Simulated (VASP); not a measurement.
# TiSi2 (Cmcm) in VASP: single point with r2SCAN

Aim: the single point of TiSi2 with r2SCAN.

Everything below comes from runs of VASP 6.6.1. Logs are shortened: lines on timing, memory, paths and dates and some standing lists are left out, and cuts for length are marked.

## 1. The cell of the first run

The structure is orthorhombic, space group Cmcm (No. 63). Conventional cell: a = 3.502 Å, b = 13.314 Å, c = 3.541 Å, α = 90.00°, β = 90.00°, γ = 90.00°. Within 3.6 Å of Ti (site symmetry m2m) lie 10 Si at 2.56 to 2.77 Å and 6 Ti at 3.25 to 3.54 Å. Within 3.2 Å of Si (site symmetry m2m) lie 6 Si at 2.37 to 3.10 Å and 6 Ti at 2.56 to 2.77 Å. Si (site symmetry m2m) has 8 Si at 2.49 to 3.10 Å and 4 Ti at 2.63 to 2.64 Å within 3.3 Å.

## 2. Single point, r2SCAN

Contents of POSCAR:

```
TiSi2
1.0
    1.7511383911     -6.6570481912      0.0000000000
    1.7511383911      6.6570481912      0.0000000000
    0.0000000000      0.0000000000      3.5409093202
Ti Si
2 4
Direct
    0.8974863604      0.1025136396      0.7500000000
    0.1025136396      0.8974863604      0.2500000000
    0.5591393548      0.4408606452      0.7500000000
    0.4408606452      0.5591393548      0.2500000000
    0.2497283268      0.7502716732      0.7500000000
    0.7502716732      0.2497283268      0.2500000000
```

Contents of INCAR.step1:

```
PREC = Accurate ; ENCUT = 520
ISMEAR = 0 ; SIGMA = 0.1
LREAL = False ; LASPH = True
NELM = 80 ; NBANDS = 29
GGA = PE ; ALGO = Normal
EDIFF = 1E-4 ; LWAVE = True
LCHARG = False
```

Contents of INCAR.step2:

```
PREC = Accurate ; ENCUT = 520
EDIFF = 1E-6 ; ISMEAR = 0
SIGMA = 0.1 ; LREAL = False
LASPH = True ; NELM = 80
ALGO = Normal ; ISIF = 2
LWAVE = False ; LCHARG = False
METAGGA = R2SCAN ; LMIXTAU = True
NBANDS = 29 ; ISTART = 1
```

Contents of KPOINTS:

```
Automatic mesh
0
Gamma
  10 10 10
```

Potentials or basis: VASP PAW PBE potentials, release 64 (Ti_sv, Si).

Started as:

```bash
cat potpaw_PBE.64/Ti_sv/POTCAR potpaw_PBE.64/Si/POTCAR > POTCAR
cp INCAR.step1 INCAR
mpirun -np 1 vasp_std > vasp.out
cp INCAR.step2 INCAR
mpirun -np 1 vasp_std > vasp.out
```

OUTCAR:

```text
PREC = Accurate
   ENCUT = 520
   EDIFF = 1E-6
   ISMEAR = 0
   LREAL = False
   LASPH = True
   NELM = 80
   ISIF = 2
   METAGGA = R2SCAN
   ISTART = 1

 ion  position               nearest neighbor table
   1  0.897  0.103  0.750-   4 2.56   4 2.56   4 2.56   4 2.56   5 2.63   5 2.63   6 2.64   6 2.64
                             3 2.77   3 2.77
   2  0.103  0.897  0.250-   3 2.56   3 2.56   3 2.56   3 2.56   6 2.63   6 2.63   5 2.64   5 2.64
                             4 2.77   4 2.77
   3  0.559  0.441  0.750-   4 2.37   4 2.37   2 2.56   2 2.56   2 2.56   2 2.56   1 2.77   1 2.77
                             5 3.08   5 3.08   6 3.10   6 3.10
   4  0.441  0.559  0.250-   3 2.37   3 2.37   1 2.56   1 2.56   1 2.56   1 2.56   2 2.77   2 2.77
                             6 3.08   6 3.08   5 3.10   5 3.10
   5  0.250  0.750  0.750-   6 2.49   6 2.49   6 2.49   6 2.49   1 2.63   1 2.63   2 2.64   2 2.64
                             3 3.08   3 3.08   4 3.10   4 3.10
   6  0.750  0.250  0.250-   5 2.49   5 2.49   5 2.49   5 2.49   2 2.63   2 2.63   1 2.64   1 2.64
                             4 3.08   4 3.08   3 3.10   3 3.10

  LATTYP: Found a base centered orthorhombic cell.
 ALAT       =     3.5022767822
 B/A-ratio  =     3.8015545916
 C/A-ratio  =     1.0110306924

  Lattice vectors:

 A1 = (   1.7511383911,  -6.6570481912,   0.0000000000)
 A2 = (   1.7511383911,   6.6570481912,   0.0000000000)
 A3 = (   0.0000000000,   0.0000000000,   3.5409093202)

Analysis of symmetry for initial positions (statically):
=====================================================================
 Subroutine PRICEL returns:
 Original cell was already a primitive cell.

 Routine SETGRP: Setting up the symmetry group for a
 base centered orthorhombic supercell.

 Subroutine GETGRP returns: Found  8 space group operations
 (whereof  4 operations were pure point group operations)
 out of a pool of  8 trial point group operations.

The static configuration has the point symmetry C_2h.
 The point group associated with its full space group is D_2h.

Analysis of symmetry for dynamics (positions and initial velocities):
=====================================================================
 Subroutine PRICEL returns:
 Original cell was already a primitive cell.

 Routine SETGRP: Setting up the symmetry group for a
 base centered orthorhombic supercell.

 Subroutine GETGRP returns: Found  8 space group operations
 (whereof  4 operations were pure point group operations)
 out of a pool of  8 trial point group operations.

The dynamic configuration has the point symmetry C_2h.
 The point group associated with its full space group is D_2h.

 Subroutine INISYM returns: Found  8 space group operations
 (whereof  4 operations are pure point group operations),
 and found     1 'primitive' translations

----------------------------------------------------------------------------------------

                                     Primitive cell

  volume of cell :      82.5557

  direct lattice vectors                    reciprocal lattice vectors
     1.751138391 -6.657048191  0.000000000     0.285528547 -0.075108364  0.000000000
     1.751138391  6.657048191  0.000000000     0.285528547  0.075108364  0.000000000
     0.000000000  0.000000000  3.540909320     0.000000000  0.000000000  0.282413332

  length of vectors
     6.883514821  6.883514821  3.540909320     0.295241964  0.295241964  0.282413332

  position of ions in fractional coordinates (direct lattice)
     0.897486360  0.102513640  0.750000000
     0.102513640  0.897486360  0.250000000
     0.559139355  0.440860645  0.750000000
     0.440860645  0.559139355  0.250000000
     0.249728327  0.750271673  0.750000000
     0.750271673  0.249728327  0.250000000

  ion indices of the primitive-cell ions
   primitive index   ion index
                 1           1
                 2           2
                 3           3
                 4           4
                 5           5
                 6           6

----------------------------------------------------------------------------------------

 KPOINTS: Automatic mesh

Automatic generation of k-mesh.
 Grid dimensions read from file:
 generate k-points for:   10   10   10

 Generating k-lattice:

  Cartesian coordinates                     Fractional coordinates (reciprocal lattice)
     0.028552855 -0.007510836  0.000000000     0.100000000 -0.000000000  0.000000000
     0.028552855  0.007510836  0.000000000    -0.000000000  0.100000000  0.000000000
     0.000000000  0.000000000  0.028241333     0.000000000  0.000000000  0.100000000

  Length of vectors
     0.029524196  0.029524196  0.028241333

  Shift w.r.t. Gamma in fractional coordinates (k-lattice)
     0.000000000  0.000000000  0.000000000

 Subroutine IBZKPT returns following result:
 ===========================================

 Found    186 irreducible k-points:

 Following reciprocal coordinates:
            Coordinates               Weight
  0.000000  0.000000  0.000000      1.000000
  0.100000  0.000000  0.000000      4.000000
  0.200000  0.000000  0.000000      4.000000
  0.300000  0.000000  0.000000      4.000000
  0.400000  0.000000  0.000000      4.000000
  0.500000  0.000000  0.000000      2.000000
[... 16 lines left out ...]
  0.300000  0.300000  0.000000      2.000000
  0.400000  0.300000  0.000000      4.000000
 [... further k-points ...]
   k-points           NKPTS =    186   k-points in BZ     NKDIM =    186   number of bands    NBANDS=     29
   number of dos      NEDOS =    301   number of ions     NIONS =      6
   total plane-waves  NPLWV =  81648
   dimension x,y,z NGX =    54 NGY =   54 NGZ =   28
   dimension x,y,z NGXF=   108 NGYF=  108 NGZF=   56
   ions per type =               2   4
   NGX,Y,Z   is equivalent  to a cutoff of  13.04, 13.04, 13.15 a.u.
   NGXF,Y,Z  is equivalent  to a cutoff of  26.08, 26.08, 26.29 a.u.
 SYSTEM =  unknown system
   PREC   = accura    normal or accurate (medium, high low for compatibility)
   ISTART =      1    job   : 0-new  1-cont  2-samecut
   ICHARG =      0    charge: 1-file 2-atom 10-const
   ISPIN  =      1    spin polarized calculation?
   LNONCOLLINEAR =      F non collinear calculations
   LSORBIT =      F    spin-orbit coupling
   LASPH  =      T    aspherical Exc in radial PAW
   ENCUT  =  520.0 eV  38.22 Ry    6.18 a.u.  12.80 12.80  6.58*2*pi/ulx,y,z
   NELM   =     80;   NELMIN=  2; NELMDL=  0     # of ELM steps
   EDIFF  = 0.1E-05   stopping-criterion for ELM
   LREAL  =      F    real-space projection
   EDIFFG = 0.1E-04   stopping-criterion for IOM
   NSW    =      0    number of steps for IOM
   IBRION =     -1    ionic relax: 0-MD 1-quasi-New 2-CG
   NFREE  =      0    steps in history (QN), initial steepest desc. (CG)
   ISIF   =      2    stress and relaxation
   ISYM   =      2    0-nonsym 1-usesym 2-fastsym
   POTIM  = 0.5000    time-step for ionic-motion
   TEBEG  =    0.0;   TEEND  =   0.0 temperature during run
   PSTRESS=    0.0 pullay stress
   NELECT =      40.0000    total number of electrons
   NUPDOWN=      -1.0000    fix difference up-down
   EMIN   =  10.00;   EMAX   =-10.00  energy-range for DOS
   EFERMI =   0.00;   METHOD = LEGACY
   ISMEAR =     0;   SIGMA  =   0.10  broadening in eV -4-tet -1-fermi 0-gaus
   EFERMI_NEDOS =   21; number of points for ismear=-14 and -15
   IALGO  =     38    algorithm
   IMIX   =      4    mixing-type and parameters
     AMIX     =   0.40;   BMIX     =  1.00
     AMIX_MAG =   1.60;   BMIX_MAG =  1.00
  volume/ion in A,a.u.               =      13.76        92.85
  Fermi-wavevector in a.u.,A,eV,Ry     =   1.285817  2.429842 22.494858  1.653325
  Thomas-Fermi vector in A             =   2.417929
   LORBIT       =      0    0 simple, 1 ext, 2 COOP (PROOUT), +10 PAW based schemes
   METAGGA = R2SCAN    functional components
   LHFCALC =     F    Hartree Fock is set to
   AEXX    =    0.0000 exact exchange contribution
   IVDW    =     0    specifies the selected vdW correction
   LEPSILON=     F    determine dielectric tensor
   LRPA    =     F    only Hartree local field effects (RPA)
 non-spin polarized calculation
 Gauss-broadening in eV      SIGMA  =   0.10
  energy-cutoff  :      520.00
  volume of cell :       82.56
 maximum number of plane-waves:      2275
 NGX is ok and might be reduce to    54
   NGX = 25   NGY = 25   NGZ = 13

 number of electron      40.0000000 magnetization

 Free energy of the ion-electron system (eV)
  ---------------------------------------------------
  ext. energy  EPLUGINS =         0.00000000
  ---------------------------------------------------
  free energy    TOTEN  =       -64.23884121 eV

  energy without entropy =      -64.23211134  energy(sigma->0) =      -64.23547627

 E-fermi :  10.9980     XC(G=0): -12.5890

 val. band max:       10.9923194657   @ k =   0.4000   0.0000   0.0000
 cond. band min:      11.0250437058   @ k =  -0.2000   0.1000   0.1000
 fundamental gap:      0.0327242402
 Fermi energy:        10.9980053481

 k-point     1 :       0.0000    0.0000    0.0000
  band No.  band energies     occupation
      1     -48.1172      2.00000
      2     -48.1047      2.00000
      3     -23.4514      2.00000
      4     -23.4009      2.00000
      5     -23.3986      2.00000
      6     -23.3814      2.00000
[... 21 lines left out ...]
     28      14.2773      0.00000
     29      14.4400      0.00000

 k-point     2 :       0.1000    0.0000    0.0000
  band No.  band energies     occupation
      1     -48.1166      2.00000
      2     -48.1042      2.00000
      3     -23.4498      2.00000
      4     -23.4074      2.00000
      5     -23.4000      2.00000
      6     -23.3893      2.00000
[... 21 lines left out ...]
     28      14.3724      0.00000
     29      14.4569      0.00000

 k-point     3 :       0.2000    0.0000    0.0000
  band No.  band energies     occupation
      1     -48.1152      2.00000
      2     -48.1030      2.00000
      3     -23.4456      2.00000
      4     -23.4303      2.00000
      5     -23.4098      2.00000
      6     -23.3977      2.00000
[... 638 lines left out ...]
      5     -23.4336      2.00000
      6     -23.3925      2.00000
[... 21 lines left out ...]
     28      14.4808      0.00000
     29      14.5957      0.00000

 k-point    24 :       0.4000    0.3000    0.0000
  band No.  band energies     occupation
      1     -48.1134      2.00000
      2     -48.1015      2.00000
      3     -23.4599      2.00000
      4     -23.4358      2.00000
      5     -23.4347      2.00000
      6     -23.3946      2.00000
[... 21 lines left out ...]
     28      14.6720      0.00000
     29      14.7718      0.00000

 [... further k-points ...]

------------------------ aborting loop because EDIFF is reached ----------------------------------------

  FORCE on cell =-STRESS in cart. coord.  units (eV):
  Direction    XX          YY          ZZ          XY          YZ          ZX
  --------------------------------------------------------------------------------------
  -------------------------------------------------------------------------------------
  Total        2.2177046      2.2754237      2.1613964      0.0000000     -0.0000000      0.0000000
  in kB       43.0395096     44.1596773     41.9467224      0.0000000     -0.0000000      0.0000000
  external PRESSURE =      43.0486364 kB  Pullay stress =       0.0000000 kB

 VOLUME and BASIS-vectors are now :
 -----------------------------------------------------------------------------
  energy-cutoff  :      520.00
  volume of cell :       82.56
      direct lattice vectors                 reciprocal lattice vectors
     1.751138391 -6.657048191  0.000000000     0.285528547 -0.075108364  0.000000000
     1.751138391  6.657048191  0.000000000     0.285528547  0.075108364  0.000000000
     0.000000000  0.000000000  3.540909320     0.000000000  0.000000000  0.282413332

 POSITION                                       TOTAL-FORCE (eV/Angst)
 -----------------------------------------------------------------------------------
      1.75114     -5.29217      2.65568         0.000000      0.003482     -0.000000
      1.75114      5.29217      0.88523         0.000000     -0.003482      0.000000
      1.75114     -0.78739      2.65568         0.000000      0.015214      0.000000
      1.75114      0.78739      0.88523         0.000000     -0.015214      0.000000
      1.75114      3.33214      2.65568         0.000000     -0.002180      0.000000
      1.75114     -3.33214      0.88523         0.000000      0.002180      0.000000
 -----------------------------------------------------------------------------------
    total drift:                               -0.000000      0.000000      0.000000

  FREE ENERGIE OF THE ION-ELECTRON SYSTEM (eV)
  ---------------------------------------------------
  free  energy   TOTEN  =       -64.2388412095 eV

  energy  without entropy=      -64.2321113359  energy(sigma->0) =      -64.23547627
```

Wall time 40 min (1 thread of Intel Xeon Platinum 8259CL at 2.50GHz (Skylake/Cascade Lake), shared host); peak memory 0.55 GiB.

What came out:

```
Free energy            : -64.2388 eV
Pressure               : 4.3 GPa
Largest force          : 0.015 eV/Å
Band gap on the k mesh : zero (bands 20 and 21 overlap by 1.05 eV)
```

Forces in eV/Å, atoms in the order of the input:
```
Ti   0.000  0.003  0.000
Ti   0.000 -0.003  0.000
Si   0.000  0.015  0.000
Si   0.000 -0.015  0.000
Si   0.000 -0.002  0.000
Si   0.000  0.002  0.000
```

Caveat: the cell stands under pressure; the PAW data sets were made with another functional, which shifts forces and pressure a little.
